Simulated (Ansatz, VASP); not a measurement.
**Two plane-wave programs on SiO2**

The input INCAR:

```
SYSTEM = SiO2
ALGO = Normal
EDIFF = 1E-7
ENCUT = 520
GGA = PE
ISIF = 2
ISMEAR = 0
LASPH = .TRUE.
LCHARG = .FALSE.
LREAL = .FALSE.
LWAVE = .FALSE.
NBANDS = 34
NELM = 100
PREC = Accurate
SIGMA = 0.01
```

File KPOINTS:

```
k-points
0
G
  6 6 4
  0 0 0
```

The input POSCAR:

```
SiO2
1.0
    5.1557226894      0.0000000000      0.0000000000
   -2.5778613447      4.4649868239      0.0000000000
    0.0000000000      0.0000000000      5.6398264507
Si O
3 6
Direct
    0.5000000000      0.5000000000      0.3333333333
    0.0000000000      0.5000000000      0.6666666667
    0.5000000000      0.0000000000      0.0000000000
    0.2080061346      0.7919938654      0.8333333333
    0.4160122692      0.2080061346      0.1666666667
    0.2080061346      0.4160122692      0.5000000000
    0.7919938654      0.2080061346      0.8333333333
    0.5839877308      0.7919938654      0.1666666667
    0.7919938654      0.5839877308      0.5000000000
```

Input for Ansatz:

```yaml
crystal:
  lattice:
    - [5.1557226894, 0.0, 0.0]
    - [-2.5778613447, 4.4649868239, 0.0]
    - [0.0, 0.0, 5.6398264507]
  atoms:
    - { symbol: Si, position: [0.5, 0.5, 0.3333333333] }
    - { symbol: Si, position: [0.0, 0.5, 0.6666666667] }
    - { symbol: Si, position: [0.5, 0.0, 0.0] }
    - { symbol: O, position: [0.2080061346, 0.7919938654, 0.8333333333] }
    - { symbol: O, position: [0.4160122692, 0.2080061346, 0.1666666667] }
    - { symbol: O, position: [0.2080061346, 0.4160122692, 0.5] }
    - { symbol: O, position: [0.7919938654, 0.2080061346, 0.8333333333] }
    - { symbol: O, position: [0.5839877308, 0.7919938654, 0.1666666667] }
    - { symbol: O, position: [0.7919938654, 0.5839877308, 0.5] }
kpoints:
  mp_grid: { grid: [6, 6, 4] }
hamiltonian:
  xc: pbe
scf:
  occupations: { method: fixed }
  n_extra_bands: 6
output:
  forces: true
  stress: true
  eigenvalues: true
```

Alike in both runs: task single point; functional PBE; k mesh 6 × 6 × 4; no spin polarisation.

```csv
,VASP,Ansatz
version,VASP 6.6.1,Ansatz 0.2.0
potentials or method,"VASP PAW PBE potentials, release 64 (Si, O)","plane waves, PAW"
plane-wave cutoff (eV),520,420
occupations,"gaussian, width 0.01 eV",fixed
valence electrons in the cell,48,48
```

|  | VASP | Ansatz | Ansatz less VASP |
| --- | --- | --- | --- |
| gap on the k mesh at the Fermi level (eV) | 5.34 | 5.35 | +0.003 |
| pressure (GPa) | -4.7 | -4.8 | -0.05 |
| rms of the force components (eV/Å) | 0.102 | 0.097 | -0.0059 |

Atom by atom the forces differ by 0.006 eV/Å (rms over components).
